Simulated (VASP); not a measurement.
The system is TmHgCl.

```xyz
6
Lattice="4.3064 0.0000 0.0000 0.0000 4.3064 0.0000 0.0000 0.0000 7.8657" Properties=species:S:1:pos:R:3 pbc="T T T"
Tm    0.0000    2.1532    5.9708
Tm    2.1532    0.0000    1.8948
Hg    0.0000    2.1532    2.8468
Hg    2.1532    0.0000    5.0188
Cl    0.0000    0.0000    0.0000
Cl    2.1532    2.1532    0.0000
```

The cell was built from a structure type or drawn by symmetry, and may not be a known phase.

| Item | Value |
| --- | --- |
| Program | VASP 6.6.1 |
| Task | relaxation of cell and atoms |
| Functional | PBE |
| Potentials or basis | VASP PAW PBE potentials, release 64 (Tm_3, Hg, Cl), 4f in core |
| Cutoff | 500 eV |
| k mesh | 4 × 4 × 2 |
| Occupations | gaussian, width 0.1 eV |
| Spin | no spin polarisation |

At the start: pressure -1.0 GPa; volume 24.31 Å³/atom.

**Question.** Where does the relaxation end?

**Answer.** Over 9 steps the energy falls by 35.9 meV/atom and the volume is 23.67 Å³/atom (-2.6 %); space group P4/nmm (No. 129, to 0.1 Å) before and after.

The path:
```csv
step,energy change (eV),largest force (eV/Å),pressure (GPa),volume (Å³)
1,0.0000,0.5897,-1.02,145.87
2,-0.0553,0.5564,0.14,142.61
3,-0.0837,0.5086,1.93,138.34
4,-0.1177,0.4358,1.69,138.74
5,-0.1900,0.2107,1.02,139.93
6,-0.1800,0.2621,0.04,142.19
7,-0.2130,0.0323,0.52,140.94
8,-0.2130,0.0263,0.50,140.99
9,-0.2153,0.0307,0.06,142.04
```

Final structure:
```
CELL_PARAMETERS angstrom
4.16862 0.00000 0.00000
0.00000 4.16862 0.00000
0.00000 0.00000 8.17411
ATOMIC_POSITIONS crystal
Tm 0.00000 0.50000 0.77036
Tm 0.50000 0.00000 0.22964
Hg 0.00000 0.50000 0.38979
Hg 0.50000 0.00000 0.61021
Cl 0.00000 0.00000 0.00000
Cl 0.50000 0.50000 0.00000
```

Caveat: the k points lie up to 0.38 Å⁻¹ apart in the final cell, too coarse for converged energies and pressures of a metal; the run has no spin polarisation, though such a crystal can be magnetic.
